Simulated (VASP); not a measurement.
# Ti (P6/mmm) in VASP: further runs

Runs on Ti. Level: PBEsol. Tasks: single point.

Everything below comes from runs of VASP 6.6.1. Logs are shortened: lines on timing, memory, paths and dates and some standing lists are left out, and cuts for length are marked.

## 1. The cell of the first run

The structure is hexagonal, space group P6/mmm (No. 191). The conventional cell has a = 4.515 Å, b = 4.515 Å, c = 2.715 Å, α = 90.00°, β = 90.00°, γ = 120.00°. Ti (site symmetry 6/mmm) has 14 Ti at 2.71 to 2.94 Å within 3.6 Å. Ti (site symmetry -6m2) has 11 Ti at 2.61 to 2.94 Å within 3.4 Å.

This isn't the form of Ti at room conditions, which is hcp.

## 2. Single point, PBEsol (strain along c alone, the other axes held: -3.0 %)

INCAR reads:

```
ALGO     = Fast           # electronic algorithm
EDIFF    = 1E-6           # SCF threshold, eV
ENCUT    = 520            # plane-wave cutoff, eV
GGA      = PS             # functional
ISIF     = 2              # what is computed and relaxed
ISMEAR   = 0              # smearing method
LASPH    = T              # aspherical terms in the spheres
LCHARG   = T              # write CHGCAR
LELF     = T              # ELF
LREAL    = F              # projectors in reciprocal space
LVHAR    = T            
LWAVE    = F              # write WAVECAR
NBANDS   = 25             # bands
NELM     = 80             # most SCF steps
PREC     = Accurate       # precision mode
SIGMA    = 0.1            # smearing width, eV
```

KPOINTS reads:

```
k-points
0
Gamma
  12 12 18
```

POSCAR reads:

```
Ti
1.0
    4.5152900523      0.0000000000      0.0000000000
   -2.2576450261      3.9103558907      0.0000000000
    0.0000000000      0.0000000000      2.7148298391
Ti
3
Direct
    0.0000000000      0.0000000000      0.0000000000
    0.3333333333      0.6666666667      0.5000000000
    0.6666666667      0.3333333333      0.5000000000
```

Potentials or basis: VASP PAW PBE potentials, release 64 (Ti_sv).

Command:

```console
$ cat potpaw_PBE.64/Ti_sv/POTCAR > POTCAR
$ mpirun -np 1 vasp_std > vasp.out
```

OUTCAR:

```text
EDIFF = 1E-6
   ENCUT = 520
   GGA = PS
   ISIF = 2
   ISMEAR = 0
   LASPH = T
   LREAL = F
   NELM = 80
   PREC = Accurate

 ion  position               nearest neighbor table
   1  0.000  0.000  0.000-
   2  0.333  0.667  0.500-   3 2.61   3 2.61   3 2.61
   3  0.667  0.333  0.500-   2 2.61   2 2.61   2 2.61

  LATTYP: Found a hexagonal cell.
 ALAT       =     4.5152900523
 C/A-ratio  =     0.6012525901

  Lattice vectors:

 A1 = (   4.5152900523,   0.0000000000,   0.0000000000)
 A2 = (  -2.2576450261,   3.9103558907,   0.0000000000)
 A3 = (   0.0000000000,   0.0000000000,   2.7148298391)

Analysis of symmetry for initial positions (statically):
=====================================================================
 Subroutine PRICEL returns:
 Original cell was already a primitive cell.

 Routine SETGRP: Setting up the symmetry group for a
 hexagonal supercell.

 Subroutine GETGRP returns: Found 24 space group operations
 (whereof 24 operations were pure point group operations)
 out of a pool of 24 trial point group operations.

The static configuration has the point symmetry D_6h.

Analysis of symmetry for dynamics (positions and initial velocities):
=====================================================================
 Subroutine PRICEL returns:
 Original cell was already a primitive cell.

 Routine SETGRP: Setting up the symmetry group for a
 hexagonal supercell.

 Subroutine GETGRP returns: Found 24 space group operations
 (whereof 24 operations were pure point group operations)
 out of a pool of 24 trial point group operations.

The dynamic configuration has the point symmetry D_6h.

 Subroutine INISYM returns: Found 24 space group operations
 (whereof 24 operations are pure point group operations),
 and found     1 'primitive' translations

----------------------------------------------------------------------------------------

                                     Primitive cell

  volume of cell :      47.9341

  direct lattice vectors                    reciprocal lattice vectors
     4.515290052  0.000000000  0.000000000     0.221469715  0.127865599  0.000000000
    -2.257645026  3.910355891  0.000000000     0.000000000  0.255731199  0.000000000
     0.000000000  0.000000000  2.714829839     0.000000000  0.000000000  0.368347211

  length of vectors
     4.515290052  4.515290052  2.714829839     0.255731199  0.255731199  0.368347211

  position of ions in fractional coordinates (direct lattice)
     0.000000000  0.000000000  0.000000000
     0.333333333  0.666666667  0.500000000
     0.666666667  0.333333333  0.500000000

  ion indices of the primitive-cell ions
   primitive index   ion index
                 1           1
                 2           2
                 3           3

----------------------------------------------------------------------------------------

 KPOINTS: k-points

Automatic generation of k-mesh.
 Grid dimensions read from file:
 generate k-points for:   12   12   18

 Generating k-lattice:

  Cartesian coordinates                     Fractional coordinates (reciprocal lattice)
     0.018455810  0.010655467  0.000000000     0.083333333 -0.000000000  0.000000000
     0.000000000  0.021310933  0.000000000     0.000000000  0.083333333  0.000000000
     0.000000000  0.000000000  0.020463734     0.000000000  0.000000000  0.055555556

  Length of vectors
     0.021310933  0.021310933  0.020463734

  Shift w.r.t. Gamma in fractional coordinates (k-lattice)
     0.000000000  0.000000000  0.000000000

 Subroutine IBZKPT returns following result:
 ===========================================

 Found    190 irreducible k-points:

 Following reciprocal coordinates:
            Coordinates               Weight
  0.000000  0.000000  0.000000      1.000000
  0.083333  0.000000  0.000000      6.000000
  0.166667  0.000000  0.000000      6.000000
  0.250000  0.000000  0.000000      6.000000
  0.333333 -0.000000  0.000000      6.000000
  0.416667 -0.000000  0.000000      6.000000
[... 16 lines left out ...]
  0.250000  0.000000  0.055556     12.000000
  0.333333 -0.000000  0.055556     12.000000
 [... further k-points ...]
   k-points           NKPTS =    190   k-points in BZ     NKDIM =    190   number of bands    NBANDS=     25
   number of dos      NEDOS =    301   number of ions     NIONS =      3
   total plane-waves  NPLWV =  25920
   dimension x,y,z NGX =    36 NGY =   36 NGZ =   20
   dimension x,y,z NGXF=    72 NGYF=   72 NGZF=   40
   ions per type =               3
   NGX,Y,Z   is equivalent  to a cutoff of  13.25, 13.25, 12.25 a.u.
   NGXF,Y,Z  is equivalent  to a cutoff of  26.51, 26.51, 24.49 a.u.
 SYSTEM =  unknown system
   PREC   = accura    normal or accurate (medium, high low for compatibility)
   ISTART =      0    job   : 0-new  1-cont  2-samecut
   ICHARG =      2    charge: 1-file 2-atom 10-const
   ISPIN  =      1    spin polarized calculation?
   LNONCOLLINEAR =      F non collinear calculations
   LSORBIT =      F    spin-orbit coupling
   LASPH  =      T    aspherical Exc in radial PAW
   ENCUT  =  520.0 eV  38.22 Ry    6.18 a.u.   8.40  8.40  5.05*2*pi/ulx,y,z
   NELM   =     80;   NELMIN=  2; NELMDL= -5     # of ELM steps
   EDIFF  = 0.1E-05   stopping-criterion for ELM
   LREAL  =      F    real-space projection
[... 7 lines left out ...]
   TEBEG  =    0.0;   TEEND  =   0.0 temperature during run
   PSTRESS=    0.0 pullay stress
   NELECT =      36.0000    total number of electrons
   NUPDOWN=      -1.0000    fix difference up-down
   EMIN   =  10.00;   EMAX   =-10.00  energy-range for DOS
   EFERMI =   0.00;   METHOD = LEGACY
   ISMEAR =     0;   SIGMA  =   0.10  broadening in eV -4-tet -1-fermi 0-gaus
   EFERMI_NEDOS =   21; number of points for ismear=-14 and -15
   IALGO  =     68    algorithm
   IMIX   =      4    mixing-type and parameters
     AMIX     =   0.40;   BMIX     =  1.00
     AMIX_MAG =   1.60;   BMIX_MAG =  1.00
  volume/ion in A,a.u.               =      15.98       107.83
  Fermi-wavevector in a.u.,A,eV,Ry     =   1.488084  2.812071 30.128664  2.214394
  Thomas-Fermi vector in A             =   2.601163
   LORBIT       =      0    0 simple, 1 ext, 2 COOP (PROOUT), +10 PAW based schemes
   GGA     = PS    functional components
   LHFCALC =     F    Hartree Fock is set to
   AEXX    =    0.0000 exact exchange contribution
   IVDW    =     0    specifies the selected vdW correction
   LEPSILON=     F    determine dielectric tensor
   LRPA    =     F    only Hartree local field effects (RPA)
 non-spin polarized calculation
 RMM-DIIS sequential band-by-band and
 Gauss-broadening in eV      SIGMA  =   0.10
  energy-cutoff  :      520.00
  volume of cell :       47.93
 maximum number of plane-waves:      1312
 NGX is ok and might be reduce to    36
   NGX = 17   NGY = 17   NGZ = 11

 number of electron      36.0000019 magnetization

 Free energy of the ion-electron system (eV)
  ---------------------------------------------------
  ext. energy  EPLUGINS =         0.00000000
  ---------------------------------------------------
  free energy    TOTEN  =       -25.02941689 eV

  energy without entropy =      -25.01625392  energy(sigma->0) =      -25.02283540

 E-fermi :   8.9573     XC(G=0): -12.0414

 val. band max:        8.9526548776   @ k =   0.5000   0.0000   0.0000
 cond. band min:       8.9589080034   @ k =   0.4167   0.0833   0.1667
 fundamental gap:      0.0062531258
 Fermi energy:         8.9572567879

 k-point     1 :       0.0000    0.0000    0.0000
  band No.  band energies     occupation
      1     -47.5193      2.00000
      2     -47.2694      2.00000
      3     -47.0849      2.00000
      4     -23.9585      2.00000
      5     -23.9585      2.00000
      6     -23.8846      2.00000
[... 17 lines left out ...]
     24      11.2108      0.00000
     25      11.2128      0.00000

 k-point     2 :       0.0833    0.0000    0.0000
  band No.  band energies     occupation
      1     -47.5175      2.00000
      2     -47.2680      2.00000
      3     -47.0882      2.00000
      4     -23.9997      2.00000
      5     -23.9926      2.00000
      6     -23.8419      2.00000
[... 17 lines left out ...]
     24      10.9524      0.00000
     25      11.4392      0.00000

 k-point     3 :       0.1667    0.0000    0.0000
  band No.  band energies     occupation
      1     -47.5128      2.00000
      2     -47.2637      2.00000
      3     -47.0976      2.00000
      4     -24.0588      2.00000
      5     -24.0240      2.00000
      6     -23.7789      2.00000
[... 17 lines left out ...]
     24      10.8280      0.00000
     25      11.6803      0.00000

 k-point     4 :       0.2500    0.0000    0.0000
  band No.  band energies     occupation
      1     -47.5064      2.00000
      2     -47.2560      2.00000
      3     -47.1122      2.00000
      4     -24.1111      2.00000
      5     -24.0266      2.00000
      6     -23.7209      2.00000
[... 17 lines left out ...]
     24      10.8495      0.00000
     25      11.9327      0.00000

 k-point     5 :       0.3333   -0.0000    0.0000
  band No.  band energies     occupation
      1     -47.5003      2.00000
      2     -47.2451      2.00000
      3     -47.1299      2.00000
      4     -24.1513      2.00000
      5     -23.9990      2.00000
      6     -23.6747      2.00000
[... 17 lines left out ...]
     24      11.1936      0.00000
     25      12.0026      0.00000

 k-point     6 :       0.4167   -0.0000    0.0000
  band No.  band energies     occupation
      1     -47.4959      2.00000
      2     -47.2332      2.00000
      3     -47.1466      2.00000
      4     -24.1765      2.00000
      5     -23.9505      2.00000
      6     -23.7076      2.00000
[... 17 lines left out ...]
     24      11.5818      0.00000
     25      11.6343      0.00000
[... 393 lines left out ...]
 k-point    21 :       0.0833    0.0000    0.0556
  band No.  band energies     occupation
      1     -47.5142      2.00000
      2     -47.2659      2.00000
      3     -47.0856      2.00000
      4     -23.9950      2.00000
      5     -23.9881      2.00000
      6     -23.8395      2.00000
[... 17 lines left out ...]
     24      10.9368      0.00000
     25      11.4499      0.00000

 k-point    22 :       0.1667    0.0000    0.0556
  band No.  band energies     occupation
      1     -47.5096      2.00000
      2     -47.2615      2.00000
      3     -47.0950      2.00000
      4     -24.0535      2.00000
      5     -24.0194      2.00000
      6     -23.7775      2.00000
[... 17 lines left out ...]
     24      10.8019      0.00000
     25      11.7247      0.00000

 k-point    23 :       0.2500    0.0000    0.0556
  band No.  band energies     occupation
      1     -47.5034      2.00000
      2     -47.2537      2.00000
      3     -47.1096      2.00000
      4     -24.1052      2.00000
      5     -24.0224      2.00000
      6     -23.7206      2.00000
[... 17 lines left out ...]
     24      10.8424      0.00000
     25      12.0070      0.00000

 k-point    24 :       0.3333   -0.0000    0.0556
  band No.  band energies     occupation
      1     -47.4974      2.00000
      2     -47.2426      2.00000
      3     -47.1273      2.00000
      4     -24.1450      2.00000
      5     -23.9957      2.00000
      6     -23.6753      2.00000
[... 17 lines left out ...]
     24      11.1855      0.00000
     25      11.9778      0.00000

 [... further k-points ...]

------------------------ aborting loop because EDIFF is reached ----------------------------------------

  FORCE on cell =-STRESS in cart. coord.  units (eV):
  Direction    XX          YY          ZZ          XY          YZ          ZX
  --------------------------------------------------------------------------------------
  -------------------------------------------------------------------------------------
  Total        0.4176627      0.4176627      2.4078292      0.0000000      0.0000000     -0.0000000
  in kB       13.9602033     13.9602033     80.4806937      0.0000000      0.0000000     -0.0000000
  external PRESSURE =      36.1337001 kB  Pullay stress =       0.0000000 kB

 VOLUME and BASIS-vectors are now :
 -----------------------------------------------------------------------------
  energy-cutoff  :      520.00
  volume of cell :       47.93
      direct lattice vectors                 reciprocal lattice vectors
     4.515290052  0.000000000  0.000000000     0.221469715  0.127865599  0.000000000
    -2.257645026  3.910355891  0.000000000     0.000000000  0.255731199  0.000000000
     0.000000000  0.000000000  2.714829839     0.000000000  0.000000000  0.368347211

 POSITION                                       TOTAL-FORCE (eV/Angst)
 -----------------------------------------------------------------------------------
      0.00000      0.00000      0.00000        -0.000000      0.000000      0.000000
     -0.00000      2.60690      1.35741        -0.000000      0.000000     -0.000000
      2.25765      1.30345      1.35741         0.000000     -0.000000      0.000000
 -----------------------------------------------------------------------------------
    total drift:                                0.000000      0.000000     -0.000000

  FREE ENERGIE OF THE ION-ELECTRON SYSTEM (eV)
  ---------------------------------------------------
  free  energy   TOTEN  =       -25.0294168918 eV

  energy  without entropy=      -25.0162539163  energy(sigma->0) =      -25.02283540
```

Run time: 15 min. Hardware: 1 thread of Intel Xeon Platinum 8259CL at 2.50GHz (Skylake/Cascade Lake), shared host; peak memory 0.29 GiB.

Results:

```yaml
Free_energy: -25.0294 eV
Pressure: 3.6 GPa
Band_gap_on_the_k_mesh: zero (bands 18 and 19 overlap by 0.30 eV)
```

Stress tensor (GPa, compression positive):
```
1.40 0.00 0.00
0.00 1.40 0.00
0.00 0.00 8.05
```

Levels at points of the mesh, in eV from the Fermi level:
```csv
k point,band 14,band 15,band 16,band 17,band 18,band 19,band 20,band 21,band 22,band 23
"(0.00, 0.00, 0.00)",-2.08,-0.73,-0.73,-0.63,-0.63,-0.15,0.57,1.38,1.38,2.16
"(0.50, 0.00, 0.00)",-3.60,-2.78,-0.51,-0.45,-0.43,0.00,0.45,1.24,1.37,2.29
"(0.00, 0.00, 0.50)",-2.29,-2.03,-1.74,-1.74,-1.51,1.03,1.03,1.43,1.43,3.21
"(0.50, 0.00, 0.50)",-2.17,-1.88,-1.27,-0.63,-0.51,0.35,0.95,1.21,1.25,2.44
```

Caveat: the cell differs from its parent crystal (strain along c alone, the other axes held: -3.0 %); the cell stands under pressure; the PAW data sets were made with another functional, which shifts forces and pressure a little.

## 3. Single point, PBEsol (strain along c alone, the other axes held: -2.0 %)

INCAR reads:

```
ALGO = Fast ; EDIFF = 1E-6
ENCUT = 520 ; GGA = PS
ISIF = 2 ; ISMEAR = 0
LASPH = True ; LCHARG = False
LREAL = False ; LWAVE = False
NBANDS = 25 ; NELM = 100
PREC = Accurate ; SIGMA = 0.1
```

KPOINTS is that of step 2.

Edit POSCAR of step 2 so:

```diff
@@ -4,3 +4,3 @@
    -2.2576450261      3.9103558907      0.0000000000
-    0.0000000000      0.0000000000      2.7148298391
+    0.0000000000      0.0000000000      2.7428177756
 Ti
```

Potentials or basis: VASP PAW PBE potentials, release 64 (Ti_sv).

Command:

```console
$ cat potpaw_PBE.64/Ti_sv/POTCAR > POTCAR
$ mpirun -np 1 vasp_std > vasp.out
```

Wall time 16 min (1 thread of Intel Xeon Platinum 8259CL at 2.50GHz (Skylake/Cascade Lake), shared host); peak memory 0.29 GiB.

Results (log left out):

* Free energy: -25.0503 eV
* Pressure: 2.3 GPa
* Band gap on the k mesh: zero (bands 18 and 19 overlap by 0.29 eV)

Stress tensor (GPa, compression positive):
```
0.81 0.00 0.00
0.00 0.81 0.00
0.00 0.00 5.14
```

Levels at points of the mesh, in eV from the Fermi level:
```
           k point  band 14  band 15  band 16  band 17  band 18  band 19  band 20  band 21  band 22  band 23
(0.00, 0.00, 0.00)    -2.07    -0.73    -0.73    -0.63    -0.63    -0.11     0.62     1.36     1.36     2.06
(0.50, 0.00, 0.00)    -3.60    -2.76    -0.49    -0.45    -0.41     0.01     0.48     1.24     1.25     2.18
(0.00, 0.00, 0.50)    -2.26    -2.10    -1.73    -1.73    -1.59     1.05     1.05     1.39     1.39     3.16
(0.50, 0.00, 0.50)    -2.18    -1.85    -1.26    -0.65    -0.57     0.34     0.91     1.17     1.17     2.40
```

Caveat: the cell differs from its parent crystal (strain along c alone, the other axes held: -2.0 %); the PAW data sets were made with another functional, which shifts forces and pressure a little.
